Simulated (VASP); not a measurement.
# CaO in VASP: further runs, part 3 of 3

VASP 6.6.1. Earlier steps stand in the parts before.

## 5. Single point, r2SCAN (strain along [111] +0.4%)

The input, POSCAR:

```
CaO
1.0
    0.0059139569      2.4034640672      2.4034640672
    2.4034640672      0.0059139569      2.4034640672
    2.4034640672      2.4034640672      0.0059139569
Ca O
1 1
Direct
    0.0000000000      0.0000000000      0.0000000000
    0.5000000000      0.5000000000      0.5000000000
```

The input, INCAR.step1:

```
  ALGO = Normal
  EDIFF = 1E-4
  ENCUT = 520
  GGA = PE
  ISMEAR = 0
  LASPH = T
  LCHARG = F
  LREAL = F
  LWAVE = T
  NBANDS = 15
  NELM = 60
  PREC = Accurate
  SIGMA = 0.01
```

The input, INCAR.step2:

```
  ALGO = Normal
  EDIFF = 1E-7
  ENCUT = 520
  ISIF = 2
  ISMEAR = 0
  ISTART = 1
  LASPH = T
  LCHARG = F
  LMIXTAU = T
  LREAL = F
  LWAVE = F
  METAGGA = R2SCAN
  NBANDS = 15
  NELM = 60
  PREC = Accurate
  SIGMA = 0.01
```

The input, KPOINTS:

```
k-points
0
Gamma
  10 10 10
```

Potentials or basis: VASP PAW PBE potentials, release 64 (Ca_sv, O).

Launch:

```sh
cat potpaw_PBE.64/Ca_sv/POTCAR potpaw_PBE.64/O/POTCAR > POTCAR
cp INCAR.step1 INCAR
mpirun -np 1 vasp_std > vasp.out
cp INCAR.step2 INCAR
mpirun -np 1 vasp_std > vasp.out
```

OUTCAR:

```text
EDIFF = 1E-7
   ENCUT = 520
   ISIF = 2
   ISMEAR = 0
   ISTART = 1
   LASPH = T
   LREAL = F
   METAGGA = R2SCAN
   NELM = 60
   PREC = Accurate

 ion  position               nearest neighbor table
   1  0.000  0.000  0.000-   2 2.40   2 2.40   2 2.40   2 2.40   2 2.40   2 2.40
   2  0.500  0.500  0.500-   1 2.40   1 2.40   1 2.40   1 2.40   1 2.40   1 2.40

  LATTYP: Found a trigonal (rhomboedric) cell.
 ALAT       =     3.3990166254
 COS(alpha) =     0.5024590761

  Lattice vectors:

 A1 = (   0.0059139569,   2.4034640672,   2.4034640672)
 A2 = (   2.4034640672,   0.0059139569,   2.4034640672)
 A3 = (   2.4034640672,   2.4034640672,   0.0059139569)

Analysis of symmetry for initial positions (statically):
=====================================================================
 Subroutine PRICEL returns:
 Original cell was already a primitive cell.

 Routine SETGRP: Setting up the symmetry group for a
 trigonal (rhombohedral) supercell.

 Subroutine GETGRP returns: Found 12 space group operations
 (whereof 12 operations were pure point group operations)
 out of a pool of 12 trial point group operations.

The static configuration has the point symmetry D_3d.

Analysis of symmetry for dynamics (positions and initial velocities):
=====================================================================
 Subroutine PRICEL returns:
 Original cell was already a primitive cell.

 Routine SETGRP: Setting up the symmetry group for a
 trigonal (rhombohedral) supercell.

 Subroutine GETGRP returns: Found 12 space group operations
 (whereof 12 operations were pure point group operations)
 out of a pool of 12 trial point group operations.

The dynamic configuration has the point symmetry D_3d.

 Subroutine INISYM returns: Found 12 space group operations
 (whereof 12 operations are pure point group operations),
 and found     1 'primitive' translations

----------------------------------------------------------------------------------------

                                     Primitive cell

  volume of cell :      27.6654

  direct lattice vectors                    reciprocal lattice vectors
     0.005913957  2.403464067  2.403464067    -0.208802474  0.208289956  0.208289956
     2.403464067  0.005913957  2.403464067     0.208289956 -0.208802474  0.208289956
     2.403464067  2.403464067  0.005913957     0.208289956  0.208289956 -0.208802474

  length of vectors
     3.399016625  3.399016625  3.399016625     0.361064931  0.361064931  0.361064931

  position of ions in fractional coordinates (direct lattice)
     0.000000000  0.000000000  0.000000000
     0.500000000  0.500000000  0.500000000

  ion indices of the primitive-cell ions
   primitive index   ion index
                 1           1
                 2           2

----------------------------------------------------------------------------------------

 KPOINTS: k-points

Automatic generation of k-mesh.
 Grid dimensions read from file:
 generate k-points for:   10   10   10

 Generating k-lattice:

  Cartesian coordinates                     Fractional coordinates (reciprocal lattice)
    -0.020880247  0.020828996  0.020828996     0.100000000 -0.000000000 -0.000000000
     0.020828996 -0.020880247  0.020828996    -0.000000000  0.100000000 -0.000000000
     0.020828996  0.020828996 -0.020880247    -0.000000000 -0.000000000  0.100000000

  Length of vectors
     0.036106493  0.036106493  0.036106493

  Shift w.r.t. Gamma in fractional coordinates (k-lattice)
     0.000000000  0.000000000  0.000000000

 Subroutine IBZKPT returns following result:
 ===========================================

 Found    116 irreducible k-points:

 Following reciprocal coordinates:
            Coordinates               Weight
  0.000000  0.000000  0.000000      1.000000
  0.100000  0.000000  0.000000      6.000000
  0.200000  0.000000  0.000000      6.000000
  0.300000  0.000000 -0.000000      6.000000
  0.400000  0.000000  0.000000      6.000000
  0.500000  0.000000 -0.000000      3.000000
[... 16 lines left out ...]
  0.300000  0.300000  0.000000      6.000000
  0.400000  0.300000  0.000000     12.000000
 [... further k-points ...]
   k-points           NKPTS =    116   k-points in BZ     NKDIM =    116   number of bands    NBANDS=     15
   number of dos      NEDOS =    301   number of ions     NIONS =      2
   total plane-waves  NPLWV =  21952
   dimension x,y,z NGX =    28 NGY =   28 NGZ =   28
   dimension x,y,z NGXF=    56 NGYF=   56 NGZF=   56
   ions per type =               1   1
   NGX,Y,Z   is equivalent  to a cutoff of  13.69, 13.69, 13.69 a.u.
   NGXF,Y,Z  is equivalent  to a cutoff of  27.39, 27.39, 27.39 a.u.
 SYSTEM =  unknown system
   PREC   = accura    normal or accurate (medium, high low for compatibility)
   ISTART =      1    job   : 0-new  1-cont  2-samecut
   ICHARG =      0    charge: 1-file 2-atom 10-const
   ISPIN  =      1    spin polarized calculation?
   LNONCOLLINEAR =      F non collinear calculations
   LSORBIT =      F    spin-orbit coupling
   LASPH  =      T    aspherical Exc in radial PAW
   ENCUT  =  520.0 eV  38.22 Ry    6.18 a.u.   6.32  6.32  6.32*2*pi/ulx,y,z
   NELM   =     60;   NELMIN=  2; NELMDL=  0     # of ELM steps
   EDIFF  = 0.1E-06   stopping-criterion for ELM
   LREAL  =      F    real-space projection
   EDIFFG = 0.1E-05   stopping-criterion for IOM
   NSW    =      0    number of steps for IOM
   IBRION =     -1    ionic relax: 0-MD 1-quasi-New 2-CG
   NFREE  =      0    steps in history (QN), initial steepest desc. (CG)
   ISIF   =      2    stress and relaxation
   ISYM   =      2    0-nonsym 1-usesym 2-fastsym
   POTIM  = 0.5000    time-step for ionic-motion
   TEBEG  =    0.0;   TEEND  =   0.0 temperature during run
   PSTRESS=    0.0 pullay stress
   NELECT =      16.0000    total number of electrons
   NUPDOWN=      -1.0000    fix difference up-down
   EMIN   =  10.00;   EMAX   =-10.00  energy-range for DOS
   EFERMI =   0.00;   METHOD = LEGACY
   ISMEAR =     0;   SIGMA  =   0.01  broadening in eV -4-tet -1-fermi 0-gaus
   EFERMI_NEDOS =   21; number of points for ismear=-14 and -15
   IALGO  =     38    algorithm
   IMIX   =      4    mixing-type and parameters
     AMIX     =   0.40;   BMIX     =  1.00
     AMIX_MAG =   1.60;   BMIX_MAG =  1.00
  volume/ion in A,a.u.               =      13.83        93.35
  Fermi-wavevector in a.u.,A,eV,Ry     =   1.363963  2.577516 25.312200  1.860394
  Thomas-Fermi vector in A             =   2.490320
   LORBIT       =      0    0 simple, 1 ext, 2 COOP (PROOUT), +10 PAW based schemes
   METAGGA = R2SCAN    functional components
   LHFCALC =     F    Hartree Fock is set to
   AEXX    =    0.0000 exact exchange contribution
   IVDW    =     0    specifies the selected vdW correction
   LEPSILON=     F    determine dielectric tensor
   LRPA    =     F    only Hartree local field effects (RPA)
 non-spin polarized calculation
 Gauss-broadening in eV      SIGMA  =   0.01
  energy-cutoff  :      520.00
  volume of cell :       27.67
 maximum number of plane-waves:       758
 NGX is ok and might be reduce to    28
   NGX = 13   NGY = 13   NGZ = 13

 number of electron      15.9999997 magnetization

 Free energy of the ion-electron system (eV)
  ---------------------------------------------------
  ext. energy  EPLUGINS =         0.00000000
  ---------------------------------------------------
  free energy    TOTEN  =       -19.45358199 eV

  energy without entropy =      -19.45358199  energy(sigma->0) =      -19.45358199

 E-fermi :   2.0998     XC(G=0): -11.0922

 val. band max:        2.0383047564   @ k =   0.0000   0.0000   0.0000
 cond. band min:       6.2218112121   @ k =   0.5000   0.5000  -0.0000
 fundamental gap:      4.1835064557
 Fermi energy:         2.0997556628

 k-point     1 :       0.0000    0.0000    0.0000
  band No.  band energies     occupation
      1     -37.0079      2.00000
      2     -16.8973      2.00000
      3     -16.8973      2.00000
      4     -16.8973      2.00000
      5     -14.4457      2.00000
      6       2.0257      2.00000
      7       2.0383      2.00000
      8       2.0383      2.00000
      9       7.4907      0.00000
     10       8.8706      0.00000
     11       8.9078      0.00000
     12       8.9078      0.00000
     13      10.4971      0.00000
     14      10.4971      0.00000
[... 401 lines left out ...]
      2     -17.5852      2.00000
      3     -17.0976      2.00000
      4     -17.0706      2.00000
      5     -13.8956      2.00000
      6       0.3671      2.00000
      7       1.4914      2.00000
      8       1.5768      2.00000
      9       6.9074      0.00000
     10      10.4413      0.00000
     11      11.5599      0.00000
     12      11.6183      0.00000
     13      11.7568      0.00000
     14      13.7093      0.00000
     15      18.7599      0.00000

 [... further k-points ...]
[... 5 lines left out ...]
  --------------------------------------------------------------------------------------
  -------------------------------------------------------------------------------------
  Total        0.1059505      0.1059505      0.1059505     -0.0335424     -0.0335424     -0.0335424
  in kB        6.1358789      6.1358789      6.1358789     -1.9425316     -1.9425316     -1.9425316
  external PRESSURE =       6.1358789 kB  Pullay stress =       0.0000000 kB

 VOLUME and BASIS-vectors are now :
 -----------------------------------------------------------------------------
  energy-cutoff  :      520.00
  volume of cell :       27.67
      direct lattice vectors                 reciprocal lattice vectors
     0.005913957  2.403464067  2.403464067    -0.208802474  0.208289956  0.208289956
     2.403464067  0.005913957  2.403464067     0.208289956 -0.208802474  0.208289956
     2.403464067  2.403464067  0.005913957     0.208289956  0.208289956 -0.208802474

 POSITION                                       TOTAL-FORCE (eV/Angst)
 -----------------------------------------------------------------------------------
      0.00000      0.00000      0.00000        -0.000000      0.000000     -0.000000
      2.40642      2.40642      2.40642         0.000000     -0.000000      0.000000
 -----------------------------------------------------------------------------------
    total drift:                                0.000000      0.000000      0.000000

  FREE ENERGIE OF THE ION-ELECTRON SYSTEM (eV)
  ---------------------------------------------------
  free  energy   TOTEN  =       -19.4535819879 eV

  energy  without entropy=      -19.4535819879  energy(sigma->0) =      -19.45358199
```

OUTCAR.step1:

```text
EDIFF = 1E-4
   ENCUT = 520
   GGA = PE
   ISMEAR = 0
   LASPH = T
[... 654 lines left out ...]
 -----------------------------------------------------------------------------------
      0.00000      0.00000      0.00000        -0.000000     -0.000000      0.000000
      2.40642      2.40642      2.40642         0.000000      0.000000     -0.000000
 -----------------------------------------------------------------------------------
    total drift:                                0.000000      0.000000      0.000000

  FREE ENERGIE OF THE ION-ELECTRON SYSTEM (eV)
  ---------------------------------------------------
  free  energy   TOTEN  =       -12.7995260946 eV

  energy  without entropy=      -12.7995260946  energy(sigma->0) =      -12.79952609
```

OSZICAR.step1:

```text
N       E                     dE             d eps       ncg     rms          rms(c)
DAV:   1     0.126209861383E+03    0.12621E+03   -0.83407E+03  3480   0.109E+03
DAV:   2    -0.898580958580E+01   -0.13520E+03   -0.12593E+03  4327   0.293E+02
DAV:   3    -0.143612339649E+02   -0.53754E+01   -0.53359E+01  4139   0.602E+01
DAV:   4    -0.145098717289E+02   -0.14864E+00   -0.14855E+00  4949   0.893E+00
DAV:   5    -0.145116964766E+02   -0.18247E-02   -0.18247E-02  4109   0.902E-01    0.856E+00
DAV:   6    -0.128751354430E+02    0.16366E+01   -0.50843E+00  3986   0.221E+01    0.358E+00
DAV:   7    -0.128028888266E+02    0.72247E-01   -0.40799E-01  3893   0.660E+00    0.180E+00
DAV:   8    -0.128004198748E+02    0.24690E-02   -0.75612E-02  4530   0.296E+00    0.421E-01
DAV:   9    -0.127988915747E+02    0.15283E-02   -0.46642E-03  3585   0.571E-01    0.109E-01
DAV:  10    -0.127995508523E+02   -0.65928E-03   -0.72925E-04  4356   0.244E-01    0.421E-02
DAV:  11    -0.127995260946E+02    0.24758E-04   -0.42958E-05  2867   0.837E-02
   1 F= -.12799526E+02 E0= -.12799526E+02  d E =-.628260E-80
```

It took 100 s on 1 thread of Intel Xeon 6975P-C (Granite Rapids), shared host; peak memory 0.19 GiB.

Results:

```yaml
Free_energy: -19.4536 eV
Pressure: 0.6 GPa
Band_gap_on_the_k_mesh: 4.18 eV (least direct gap 4.56 eV)
```

Caveat: the cell differs from its parent crystal (strain along [111] +0.4%); the PAW data sets were made with another functional, which shifts forces and pressure a little. A k mesh can miss the band edges.

## 6. Summary

```csv
level,cell,smearing,gap on the mesh (eV),pressure (GPa)
PBE,"a = 3.293, b = 3.293, c = 3.193 Å, angles 61.0, 61.0, 58.0°, 2 atoms",fermi-dirac 0.02 eV,3.43,22.7
PBE,"a = 3.399 Å, angles 59.8°, 2 atoms",fermi-dirac 0.02 eV,3.63,2.6
r2SCAN,"a = 3.293, b = 3.293, c = 3.193 Å, angles 61.0, 61.0, 58.0°, 2 atoms",gaussian 0.01 eV,3.98,21.2
r2SCAN,"a = 3.399 Å, angles 59.8°, 2 atoms",gaussian 0.01 eV,4.18,0.6
```

Alike in all rows: task single point; potentials or basis VASP PAW PBE potentials, release 64 (Ca_sv, O); no spin polarisation; k mesh 10 × 10 × 10; cutoff (eV) 520.

Caveats: the PAW data sets were made with another functional, which shifts forces and pressure a little (at least some runs); the stress differs along the axes, from 11 to 28 GPa (at least some runs); the stress differs along the axes, from 9 to 27 GPa (at least some runs).

Total energies depend on the potentials used, so only differences within one code and one set of settings carry meaning.
